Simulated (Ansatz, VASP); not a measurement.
ZnCd3Te2 in VASP and in Ansatz

The input INCAR:

```
PREC = Accurate ; ENCUT = 600
EDIFF = 1E-7 ; ISMEAR = 0
SIGMA = 0.1 ; LREAL = False
LASPH = True ; NELM = 80
ALGO = Fast ; ISIF = 3
LWAVE = False ; LCHARG = False
GGA = PE ; IBRION = 2
NSW = 90 ; EDIFFG = -0.04
```

The input KPOINTS:

```
regular mesh
0
Gamma
  3 3 4
```

POSCAR

```
ZnCd3Te2
1.0
    6.1970214000      0.0000000000      0.0000000000
   -3.0985107000      5.3667779600      0.0000000000
    0.0000000000      0.0000000000      4.3525991500
Zn Cd Te
1 3 2
Direct
    0.0000000000      0.0000000000      0.8888130200
    0.5000000000      0.5000000000      0.4595159900
    0.5000000000      0.0000000000      0.4595159900
    0.0000000000      0.5000000000      0.4595159900
    0.6666666700      0.3333333300      0.9631379800
    0.3333333300      0.6666666700      0.9631379800
```

Input for Ansatz:

```yaml
crystal:
  lattice:
    - [6.1970214, 0.0, 0.0]
    - [-3.0985107, 5.36677796, 0.0]
    - [0.0, 0.0, 4.35259915]
  atoms:
    - { symbol: Zn, position: [0.0, 0.0, 0.88881302] }
    - { symbol: Cd, position: [0.5, 0.5, 0.45951599] }
    - { symbol: Cd, position: [0.5, 0.0, 0.45951599] }
    - { symbol: Cd, position: [0.0, 0.5, 0.45951599] }
    - { symbol: Te, position: [0.66666667, 0.33333333, 0.96313798] }
    - { symbol: Te, position: [0.33333333, 0.66666667, 0.96313798] }
basis:
  ecutwfc: 420
kpoints:
  mp_grid: { grid: [3, 3, 4] }
hamiltonian:
  xc: pbe
scf:
  occupations: { method: gaussian, width: 0.1 }
  lower_state_search: "off"
output:
  forces: true
  stress: true
  eigenvalues: true
relax:
  adjacent_minimum: "off"
  f_tol: 0.04
  max_steps: 70
  cell: { stress_tol: 0.4 }
```

Change from the starting cell: species swapped into the ErCo3Ge2 type (P6mm, No. 183).

Alike in both runs: task relaxation of cell and atoms; functional PBE; k mesh 3 × 3 × 4; occupations gaussian, width 0.1 eV; no spin polarisation.

|  | VASP | Ansatz |
| --- | --- | --- |
| version | VASP 6.6.1 | Ansatz 0.2.0 |
| potentials or method | VASP PAW PBE potentials, release 64 (Zn, Cd, Te), cutoff 600 eV | scalar-relativistic, plane waves, PAW |
| valence electrons in the cell | 60 | 104 |

Ansatz gave:

| Item | Value |
| --- | --- |
| gap on the k mesh at the Fermi level, each at its own relaxed structure (eV) | none |
| relaxed volume (Å³/atom) | 34.46 |
| relaxed cell length with the largest relative difference (Å) | 7.435 |

Problem. Which values does VASP return?

Solution. gap on the k mesh at the Fermi level, each at its own relaxed structure (eV): none; relaxed volume (Å³/atom): 34.37; relaxed cell length with the largest relative difference (Å): 7.416.

A gap of «none» marks a metal or a gap that the smearing closes. VASP's potentials hold 60 valence electrons a cell and Ansatz's 104, so a difference there can come from the potentials and not from the codes.

The k mesh is coarse, so the values compare programs but aren't converged. Spin-orbit coupling is off throughout. Noted on VASP's run: the volume moved by over 15 % at a fixed basis, so the end points are rough.
